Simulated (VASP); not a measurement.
The system is Hf2BeCN2.

```
Hf Be C N
1.0
     3.45145    0.00000    0.00000
     0.00000    3.45145    0.00000
     0.00000    0.00000    6.10271
Hf Be C N
2 1 1 2
Direct
  0.00000 0.00000 0.24252
  0.00000 0.00000 0.75748
  0.50000 0.50000 0.00000
  0.50000 0.50000 0.50000
  0.00000 0.50000 0.00000
  0.50000 0.00000 0.00000
```

The cell was built from a structure type or drawn by symmetry, and may not be a known phase.

```yaml
Program: VASP 6.6.1
Task: relaxation of cell and atoms
Functional: PBE
Potentials_or_basis: VASP PAW PBE potentials, release 64 (Hf_pv, Be, C, N)
Cutoff: 600 eV
k_mesh: 6 × 6 × 4
Occupations: gaussian, width 0.1 eV
Spin: no spin polarisation
```

At the start: pressure -15.1 GPa; volume 12.12 Å³/atom.

Problem. Where does the relaxation end?

Solution. Over 7 steps the energy falls by 88.8 meV/atom and the volume is 10.91 Å³/atom (-10.0 %); space group P4/mmm (No. 123, to 0.1 Å) before and after.

Step by step:
```tsv
step	energy change (eV)	largest force (eV/Å)	pressure (GPa)	volume (Å³)
1	0.0000	0.5147	-15.07	72.70
2	-0.0210	4.2743	22.64	61.24
3	-0.4491	1.4890	0.67	66.55
4	-0.5132	0.7075	-0.96	65.41
5	-0.5321	0.0658	-0.54	65.78
6	-0.5321	0.0343	-0.55	65.76
7	-0.5329	0.0154	0.26	65.43
```

Final structure:
```cif
data_structure
_symmetry_space_group_name_H-M 'P 1'
_symmetry_Int_Tables_number 1
_cell_length_a 3.3983
_cell_length_b 3.3983
_cell_length_c 5.6659
_cell_angle_alpha 90.000
_cell_angle_beta 90.000
_cell_angle_gamma 90.000
_cell_volume 65.43
loop_
_atom_site_label
_atom_site_type_symbol
_atom_site_fract_x
_atom_site_fract_y
_atom_site_fract_z
_atom_site_occupancy
Hf1 Hf 0.00000 0.00000 0.24834 1
Hf2 Hf 0.00000 0.00000 0.75166 1
Be1 Be 0.50000 0.50000 0.00000 1
C1 C 0.50000 0.50000 0.50000 1
N1 N 0.00000 0.50000 0.00000 1
N2 N 0.50000 0.00000 0.00000 1
```
